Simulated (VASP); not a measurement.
BeS, 2 atoms in the cell. The structure is cubic, space group F-43m (No. 216). The conventional cell has a = 3.990 Å, b = 3.990 Å, c = 3.990 Å, α = 90.00°, β = 90.00°, γ = 90.00°. Within 2.3 Å of Be (site symmetry -43m) lie 4 S at 1.73 Å. Within 2.3 Å of S (site symmetry -43m) lie 4 Be at 1.73 Å. 

```yaml
Program: VASP 6.6.1
Task: relaxation of the atoms
Functional: PBE
Potentials_or_basis: VASP PAW PBE potentials, release 64 (Be, S)
Cutoff: 520 eV
k_mesh: 10 × 10 × 10
Occupations: fermi-dirac, width 0.03 eV
Spin: no spin polarisation
Dipole_correction: no
Further_INCAR_settings: ALGO = Normal; EDIFF = 1e-06; IBRION = 2; EDIFFG = -0.01; NSW = 50
```

Potentials or basis: VASP PAW PBE potentials, release 64 (Be, S).

Command:

```sh
$ cat potpaw_PBE.64/Be/POTCAR potpaw_PBE.64/S/POTCAR > POTCAR
$ mpirun -np 1 vasp_std > vasp.out
```

Hardware: 1 thread of Intel Xeon 6975P-C, with other jobs on the host.

Question: Estimate the wall time of this run.

Answer: It took 3.4 s on 1 thread of Intel Xeon 6975P-C, with other jobs on the host, peak memory 0.13 GiB. Counts: scf iterations 12, k points 47, ion steps 1.
